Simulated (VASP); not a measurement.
# In (I4/mmm) in VASP: notebook

In is run at these levels: PBE; tasks: single point.

All numbers are computed with VASP 6.6.1; they aren't measurements. Logs are shortened: lines on timing, memory, paths and dates and some standing lists are left out, and cuts for length are marked.

## (1) The cell of the first run

The structure is tetragonal, space group I4/mmm (No. 139). The conventional cell has a = 3.169 Å, b = 3.169 Å, c = 5.477 Å, α = 90.00°, β = 90.00°, γ = 90.00°. In (site symmetry 4/mmm) has 12 In at 3.17 to 3.54 Å within 4.2 Å.

## (2) Single point, PBE

The input, INCAR:

```
SYSTEM = In
ALGO     = Normal         ! electronic algorithm
EDIFF    = 1E-6           ! SCF threshold, eV
ENCUT    = 520            ! plane-wave cutoff, eV
GGA      = PE             ! functional
ISIF     = 2              ! what is computed and relaxed
ISMEAR   = -1             ! smearing method
LASPH    = .True.         ! aspherical terms in the spheres
LCHARG   = .False.        ! write CHGCAR
LREAL    = .False.        ! projectors in reciprocal space
LWAVE    = .False.        ! write WAVECAR
NBANDS   = 12             ! bands
NELM     = 60             ! most SCF steps
PREC     = Accurate       ! precision mode
SIGMA    = 0.1            ! smearing width, eV
```

The input, KPOINTS:

```
k-points
0
Gamma
  8 8 8
  0 0 0
```

The input, POSCAR:

```
In
1.0
   -1.5845051890      1.5845051890      2.7386405001
    1.5845051890     -1.5845051890      2.7386405001
    1.5845051890      1.5845051890     -2.7386405001
In
1
Direct
    0.0000000000      0.0000000000      0.0000000000
```

Potentials or basis: VASP PAW PBE potentials, release 64 (In_d).

Command:

```
cat potpaw_PBE.64/In_d/POTCAR > POTCAR
mpirun -np 1 vasp_std > vasp.out
```

OUTCAR:

```text
SYSTEM = In
   EDIFF = 1E-6
   ENCUT = 520
   GGA = PE
   ISIF = 2
   ISMEAR = -1
   LASPH = .True.
   LREAL = .False.
   NELM = 60
   PREC = Accurate

 ion  position               nearest neighbor table
   1  0.000  0.000  0.000-

  LATTYP: Found a body centered tetragonal cell.
 ALAT       =     3.1690103780
 C/A-ratio  =     1.7283884705

  Lattice vectors:

 A1 = (  -1.5845051890,   1.5845051890,   2.7386405001)
 A2 = (   1.5845051890,  -1.5845051890,   2.7386405001)
 A3 = (   1.5845051890,   1.5845051890,  -2.7386405001)

Analysis of symmetry for initial positions (statically):
=====================================================================
 Subroutine PRICEL returns:
 Original cell was already a primitive cell.

 Routine SETGRP: Setting up the symmetry group for a
 body centered tetragonal supercell.

 Subroutine GETGRP returns: Found 16 space group operations
 (whereof 16 operations were pure point group operations)
 out of a pool of 16 trial point group operations.

The static configuration has the point symmetry D_4h.

Analysis of symmetry for dynamics (positions and initial velocities):
=====================================================================
 Subroutine PRICEL returns:
 Original cell was already a primitive cell.

 Routine SETGRP: Setting up the symmetry group for a
 body centered tetragonal supercell.

 Subroutine GETGRP returns: Found 16 space group operations
 (whereof 16 operations were pure point group operations)
 out of a pool of 16 trial point group operations.

The dynamic configuration has the point symmetry D_4h.

 Subroutine INISYM returns: Found 16 space group operations
 (whereof 16 operations are pure point group operations),
 and found     1 'primitive' translations

----------------------------------------------------------------------------------------

                                     Primitive cell

  volume of cell :      27.5031

  direct lattice vectors                    reciprocal lattice vectors
    -1.584505189  1.584505189  2.738640500     0.000000000  0.315555925  0.182572338
     1.584505189 -1.584505189  2.738640500     0.315555925  0.000000000  0.182572338
     1.584505189  1.584505189 -2.738640500     0.315555925  0.315555925  0.000000000

  length of vectors
     3.538568238  3.538568238  3.538568238     0.364565770  0.364565770  0.446263468

  position of ions in fractional coordinates (direct lattice)
     0.000000000  0.000000000  0.000000000

  ion indices of the primitive-cell ions
   primitive index   ion index
                 1           1

----------------------------------------------------------------------------------------

 KPOINTS: k-points

Automatic generation of k-mesh.
 Grid dimensions read from file:
 generate k-points for:    8    8    8

 Generating k-lattice:

  Cartesian coordinates                     Fractional coordinates (reciprocal lattice)
     0.000000000  0.039444491  0.022821542     0.125000000  0.000000000  0.000000000
     0.039444491  0.000000000  0.022821542     0.000000000  0.125000000  0.000000000
     0.039444491  0.039444491  0.000000000     0.000000000  0.000000000  0.125000000

  Length of vectors
     0.045570721  0.045570721  0.055782934

  Shift w.r.t. Gamma in fractional coordinates (k-lattice)
     0.000000000  0.000000000  0.000000000

 Subroutine IBZKPT returns following result:
 ===========================================

 Found     59 irreducible k-points:

 Following reciprocal coordinates:
            Coordinates               Weight
  0.000000  0.000000  0.000000      1.000000
  0.125000 -0.000000  0.000000      8.000000
  0.250000 -0.000000  0.000000      8.000000
  0.375000 -0.000000  0.000000      8.000000
  0.500000 -0.000000  0.000000      4.000000
  0.125000  0.125000  0.000000      8.000000
[... 16 lines left out ...]
  0.250000  0.125000  0.125000     16.000000
  0.375000  0.125000  0.125000      8.000000
 [... further k-points ...]
   k-points           NKPTS =     59   k-points in BZ     NKDIM =     59   number of bands    NBANDS=     12
   number of dos      NEDOS =    301   number of ions     NIONS =      1
   total plane-waves  NPLWV =  21952
   dimension x,y,z NGX =    28 NGY =   28 NGZ =   28
   dimension x,y,z NGXF=    56 NGYF=   56 NGZF=   56
   ions per type =               1
   NGX,Y,Z   is equivalent  to a cutoff of  13.15, 13.15, 13.15 a.u.
   NGXF,Y,Z  is equivalent  to a cutoff of  26.31, 26.31, 26.31 a.u.
 SYSTEM =  In
   PREC   = accura    normal or accurate (medium, high low for compatibility)
   ISTART =      0    job   : 0-new  1-cont  2-samecut
   ICHARG =      2    charge: 1-file 2-atom 10-const
   ISPIN  =      1    spin polarized calculation?
   LNONCOLLINEAR =      F non collinear calculations
   LSORBIT =      F    spin-orbit coupling
   LASPH  =      T    aspherical Exc in radial PAW
   ENCUT  =  520.0 eV  38.22 Ry    6.18 a.u.   6.58  6.58  6.58*2*pi/ulx,y,z
   NELM   =     60;   NELMIN=  2; NELMDL= -5     # of ELM steps
   EDIFF  = 0.1E-05   stopping-criterion for ELM
   LREAL  =      F    real-space projection
   EDIFFG = 0.1E-04   stopping-criterion for IOM
   NSW    =      0    number of steps for IOM
   IBRION =     -1    ionic relax: 0-MD 1-quasi-New 2-CG
   NFREE  =      0    steps in history (QN), initial steepest desc. (CG)
   ISIF   =      2    stress and relaxation
   ISYM   =      2    0-nonsym 1-usesym 2-fastsym
   POTIM  = 0.5000    time-step for ionic-motion
   TEBEG  =    0.0;   TEEND  =   0.0 temperature during run
   PSTRESS=    0.0 pullay stress
   NELECT =      13.0000    total number of electrons
   NUPDOWN=      -1.0000    fix difference up-down
   EMIN   =  10.00;   EMAX   =-10.00  energy-range for DOS
   EFERMI =   0.00;   METHOD = LEGACY
   ISMEAR =    -1;   SIGMA  =   0.10  broadening in eV -4-tet -1-fermi 0-gaus
   EFERMI_NEDOS =   21; number of points for ismear=-14 and -15
   IALGO  =     38    algorithm
   IMIX   =      4    mixing-type and parameters
     AMIX     =   0.40;   BMIX     =  1.00
     AMIX_MAG =   1.60;   BMIX_MAG =  1.00
  volume/ion in A,a.u.               =      27.50       185.60
  Fermi-wavevector in a.u.,A,eV,Ry     =   1.275250  2.409872 22.126628  1.626261
  Thomas-Fermi vector in A             =   2.407972
   LORBIT       =      0    0 simple, 1 ext, 2 COOP (PROOUT), +10 PAW based schemes
   GGA     = PE    functional components
   LHFCALC =     F    Hartree Fock is set to
   AEXX    =    0.0000 exact exchange contribution
   IVDW    =     0    specifies the selected vdW correction
   LEPSILON=     F    determine dielectric tensor
   LRPA    =     F    only Hartree local field effects (RPA)
 non-spin polarized calculation
  energy-cutoff  :      520.00
  volume of cell :       27.50
 maximum number of plane-waves:       768
 NGX is ok and might be reduce to    28
   NGX = 13   NGY = 13   NGZ = 13

 number of electron      13.0000000 magnetization

 Free energy of the ion-electron system (eV)
  ---------------------------------------------------
  ext. energy  EPLUGINS =         0.00000000
  ---------------------------------------------------
  free energy    TOTEN  =        -2.57977955 eV

  energy without entropy =       -2.57078014  energy(sigma->0) =       -2.57527985

 E-fermi :   6.9020     XC(G=0): -10.0135

 val. band max:        6.9010384617   @ k =  -0.2500   0.5000   0.2500
 cond. band min:       7.0734514359   @ k =   0.2500   0.2500   0.2500
 fundamental gap:      0.1724129742
 Fermi energy:         6.9019527074

 k-point     1 :       0.0000    0.0000    0.0000
  band No.  band energies     occupation
      1      -7.8353      2.00000
      2      -7.6366      2.00000
      3      -7.5464      2.00000
      4      -7.5464      2.00000
      5      -7.3797      2.00000
      6      -2.2506      2.00000
      7      16.7048      0.00000
      8      17.1469      0.00000
      9      17.1469      0.00000
     10      18.7975      0.00000
     11      19.5639      0.00000
     12      20.5978      0.00000

 k-point     2 :       0.1250   -0.0000    0.0000
  band No.  band energies     occupation
      1      -7.8013      2.00000
      2      -7.6219      2.00000
      3      -7.5561      2.00000
      4      -7.5306      2.00000
      5      -7.3971      2.00000
      6      -1.9160      2.00000
      7      14.1874      0.00000
      8      15.7519      0.00000
      9      17.0356      0.00000
     10      17.9479      0.00000
     11      18.8986      0.00000
     12      21.7311      0.00000

 k-point     3 :       0.2500   -0.0000    0.0000
  band No.  band energies     occupation
      1      -7.7560      2.00000
      2      -7.6347      2.00000
      3      -7.5065      2.00000
      4      -7.4977      2.00000
      5      -7.4244      2.00000
      6      -0.8970      2.00000
      7      10.1134      0.00000
      8      14.1591      0.00000
      9      16.9327      0.00000
     10      17.0022      0.00000
     11      18.7740      0.00000
     12      22.8068      0.00000
[... 286 lines left out ...]
 k-point    23 :       0.2500    0.1250    0.1250
  band No.  band energies     occupation
      1      -7.6518      2.00000
      2      -7.6087      2.00000
      3      -7.5637      2.00000
      4      -7.4801      2.00000
      5      -7.3664      2.00000
      6       1.8064      2.00000
      7       7.4272      0.01041
      8      11.2194      0.00000
      9      13.4212      0.00000
     10      15.8015      0.00000
     11      17.0290      0.00000
     12      19.7927      0.00000

 k-point    24 :       0.3750    0.1250    0.1250
  band No.  band energies     occupation
      1      -7.6657      2.00000
      2      -7.6326      2.00000
      3      -7.5266      2.00000
      4      -7.5083      2.00000
      5      -7.3082      2.00000
      6       3.6615      2.00000
      7       4.9253      2.00000
      8      11.8155      0.00000
      9      12.3155      0.00000
     10      15.3529      0.00000
     11      16.8584      0.00000
     12      22.8280      0.00000

 [... further k-points ...]
[... 5 lines left out ...]
  --------------------------------------------------------------------------------------
  -------------------------------------------------------------------------------------
  Total        0.0066995      0.0066995     -0.0447300      0.0000000     -0.0000000      0.0000000
  in kB        0.3902756      0.3902756     -2.6057179      0.0000000     -0.0000000      0.0000000
  external PRESSURE =      -0.6083889 kB  Pullay stress =       0.0000000 kB

 VOLUME and BASIS-vectors are now :
 -----------------------------------------------------------------------------
  energy-cutoff  :      520.00
  volume of cell :       27.50
      direct lattice vectors                 reciprocal lattice vectors
    -1.584505189  1.584505189  2.738640500     0.000000000  0.315555925  0.182572338
     1.584505189 -1.584505189  2.738640500     0.315555925  0.000000000  0.182572338
     1.584505189  1.584505189 -2.738640500     0.315555925  0.315555925  0.000000000

 POSITION                                       TOTAL-FORCE (eV/Angst)
 -----------------------------------------------------------------------------------
      0.00000      0.00000      0.00000        -0.000000      0.000000      0.000000
 -----------------------------------------------------------------------------------
    total drift:                               -0.000000     -0.000000     -0.000000

  FREE ENERGIE OF THE ION-ELECTRON SYSTEM (eV)
  ---------------------------------------------------
  free  energy   TOTEN  =        -2.5797795508 eV

  energy  without entropy=       -2.5707801398  energy(sigma->0) =       -2.57527985
```

Run time: 16 s. Hardware: 1 thread of Intel Xeon 6975P-C, shared host; peak memory 0.16 GiB.

Results:

* Free energy: -2.5798 eV
* Pressure: -0.1 GPa

Caveat: spin-orbit coupling is left out, which moves the levels of the heavy elements.

## (3) Single point, PBE

The input, INCAR:

```
SYSTEM = In
PREC = Accurate
ENCUT = 520
EDIFF = 1E-7
ISMEAR = -1
SIGMA = 0.1
LREAL = .FALSE.
LASPH = .TRUE.
NELM = 60
ALGO = Normal
ISIF = 2
LWAVE = .FALSE.
LCHARG = .FALSE.
GGA = PE
NBANDS = 12
```

The input, KPOINTS:

```
regular mesh
0
G
  8 8 8
  0 0 0
```

The input, POSCAR:

```
In
1.0
   -1.5852015177      1.5852015177      2.7333742390
    1.5852015177     -1.5852015177      2.7333742390
    1.5852015177      1.5852015177     -2.7333742390
In
1
Direct
    0.0000000000      0.0000000000      0.0000000000
```

Potentials or basis: VASP PAW PBE potentials, release 64 (In_d).

Command:

```
cat potpaw_PBE.64/In_d/POTCAR > POTCAR
mpirun -np 1 vasp_std > vasp.out
```

OUTCAR:

```text
SYSTEM = In
   PREC = Accurate
   ENCUT = 520
   EDIFF = 1E-7
   ISMEAR = -1
   LREAL = .FALSE.
   LASPH = .TRUE.
   NELM = 60
   ISIF = 2
   GGA = PE

 ion  position               nearest neighbor table
   1  0.000  0.000  0.000-

  LATTYP: Found a body centered tetragonal cell.
 ALAT       =     3.1704030354
 C/A-ratio  =     1.7243071045

  Lattice vectors:

 A1 = (  -1.5852015177,   1.5852015177,   2.7333742390)
 A2 = (   1.5852015177,  -1.5852015177,   2.7333742390)
 A3 = (   1.5852015177,   1.5852015177,  -2.7333742390)

Analysis of symmetry for initial positions (statically):
=====================================================================
 Subroutine PRICEL returns:
 Original cell was already a primitive cell.

 Routine SETGRP: Setting up the symmetry group for a
 body centered tetragonal supercell.

 Subroutine GETGRP returns: Found 16 space group operations
 (whereof 16 operations were pure point group operations)
 out of a pool of 16 trial point group operations.

The static configuration has the point symmetry D_4h.

Analysis of symmetry for dynamics (positions and initial velocities):
=====================================================================
 Subroutine PRICEL returns:
 Original cell was already a primitive cell.

 Routine SETGRP: Setting up the symmetry group for a
 body centered tetragonal supercell.

 Subroutine GETGRP returns: Found 16 space group operations
 (whereof 16 operations were pure point group operations)
 out of a pool of 16 trial point group operations.

The dynamic configuration has the point symmetry D_4h.

 Subroutine INISYM returns: Found 16 space group operations
 (whereof 16 operations are pure point group operations),
 and found     1 'primitive' translations

----------------------------------------------------------------------------------------

                                     Primitive cell

  volume of cell :      27.4744

[... 108 lines left out ...]
  Fermi-wavevector in a.u.,A,eV,Ry     =   1.275694  2.410713 22.142064  1.627396
  Thomas-Fermi vector in A             =   2.408392
   LORBIT       =      0    0 simple, 1 ext, 2 COOP (PROOUT), +10 PAW based schemes
   GGA     = PE    functional components
   LHFCALC =     F    Hartree Fock is set to
   AEXX    =    0.0000 exact exchange contribution
   IVDW    =     0    specifies the selected vdW correction
   LEPSILON=     F    determine dielectric tensor
   LRPA    =     F    only Hartree local field effects (RPA)
 non-spin polarized calculation
  energy-cutoff  :      520.00
  volume of cell :       27.47
 maximum number of plane-waves:       764
 NGX is ok and might be reduce to    28
   NGX = 13   NGY = 13   NGZ = 13

 number of electron      13.0000000 magnetization

 Free energy of the ion-electron system (eV)
  ---------------------------------------------------
  ext. energy  EPLUGINS =         0.00000000
  ---------------------------------------------------
  free energy    TOTEN  =        -2.57983831 eV

  energy without entropy =       -2.57085394  energy(sigma->0) =       -2.57534613

 E-fermi :   6.9219     XC(G=0): -10.0185

 val. band max:        6.9161948006   @ k =  -0.2500   0.5000   0.2500
 cond. band min:       7.0812112843   @ k =   0.2500   0.2500   0.2500
 fundamental gap:      0.1650164837
 Fermi energy:         6.9218715969

 k-point     1 :       0.0000    0.0000    0.0000
  band No.  band energies     occupation
      1      -7.8225      2.00000
      2      -7.6238      2.00000
      3      -7.5366      2.00000
      4      -7.5366      2.00000
      5      -7.3696      2.00000
      6      -2.2458      2.00000
      7      16.7567      0.00000
      8      17.1641      0.00000
      9      17.1641      0.00000
     10      18.8019      0.00000
     11      19.5946      0.00000
     12      20.6141      0.00000
[... 331 lines left out ...]
 k-point    24 :       0.3750    0.1250    0.1250
  band No.  band energies     occupation
      1      -7.6546      2.00000
      2      -7.6218      2.00000
      3      -7.5154      2.00000
      4      -7.4968      2.00000
      5      -7.2973      2.00000
      6       3.6693      2.00000
      7       4.9313      2.00000
      8      11.8153      0.00000
      9      12.3317      0.00000
     10      15.3793      0.00000
     11      16.9043      0.00000
     12      22.8678      0.00000

 [... further k-points ...]
[... 5 lines left out ...]
  --------------------------------------------------------------------------------------
  -------------------------------------------------------------------------------------
  Total        0.0061908      0.0061908     -0.0291931      0.0000000     -0.0000000      0.0000000
  in kB        0.3610158      0.3610158     -1.7024039      0.0000000     -0.0000000      0.0000000
  external PRESSURE =      -0.3267908 kB  Pullay stress =       0.0000000 kB

 VOLUME and BASIS-vectors are now :
 -----------------------------------------------------------------------------
  energy-cutoff  :      520.00
  volume of cell :       27.47
      direct lattice vectors                 reciprocal lattice vectors
    -1.585201518  1.585201518  2.733374239     0.000000000  0.315417311  0.182924092
     1.585201518 -1.585201518  2.733374239     0.315417311  0.000000000  0.182924092
     1.585201518  1.585201518 -2.733374239     0.315417311  0.315417311  0.000000000

 POSITION                                       TOTAL-FORCE (eV/Angst)
 -----------------------------------------------------------------------------------
      0.00000      0.00000      0.00000        -0.000000      0.000000     -0.000000
 -----------------------------------------------------------------------------------
    total drift:                               -0.000000     -0.000000     -0.000000

  FREE ENERGIE OF THE ION-ELECTRON SYSTEM (eV)
  ---------------------------------------------------
  free  energy   TOTEN  =        -2.5798383074 eV

  energy  without entropy=       -2.5708539431  energy(sigma->0) =       -2.57534613
```

stdout:

```text
POSCAR found type information on POSCAR In
 POSCAR found :  1 types and       1 ions
 scaLAPACK will be used
 LDA part: xc-table for (Slater+PW92), standard interpolation
 POSCAR, INCAR and KPOINTS ok, starting setup
 FFT: planning ... GRIDC
 FFT: planning ... GRID_SOFT
 FFT: planning ... GRID
 WAVECAR not read
 entering main loop
```

Run time: 17 s. Hardware: 1 thread of Intel Xeon 6975P-C, shared host; peak memory 0.16 GiB.

Results:

```
Free energy : -2.5798 eV
Pressure    : 0.0 GPa
```

Caveat: spin-orbit coupling is left out, which moves the levels of the heavy elements.
